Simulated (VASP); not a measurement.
A run of VASP 6.6.1:

INCAR

```
PREC = Accurate
ENCUT = 520
EDIFF = 1E-6
ISMEAR = -1
SIGMA = 0.05
LREAL = False
LASPH = True
NELM = 60
ALGO = Normal
ISIF = 2
LWAVE = False
LCHARG = False
GGA = PE
NBANDS = 10
```

The input KPOINTS:

```
regular mesh
0
Gamma
  21 21 21
```

Contents of POSCAR:

```
Ir
1.0
    0.0000000000      1.9288582035      1.9288582035
    1.9288582035      0.0000000000      1.9288582035
    1.9288582035      1.9288582035      0.0000000000
Ir
1
Direct
    0.0000000000      0.0000000000      0.0000000000
```

Potentials or basis: VASP PAW PBE potentials, release 64 (Ir).

Command:

```bash
$ cat potpaw_PBE.64/Ir/POTCAR > POTCAR
$ mpirun -np 1 vasp_std > vasp.out
```

Hardware: 1 thread of Intel(R) Xeon(R) Platinum 8559C (Emerald Rapids) (shared host).

**Question.** How long does it take, and how much memory?

**Answer.** It took 16 s on 1 thread of Intel(R) Xeon(R) Platinum 8559C (Emerald Rapids), on a shared host, peak memory 0.16 GiB. Counts: scf iterations 12, k points 286.
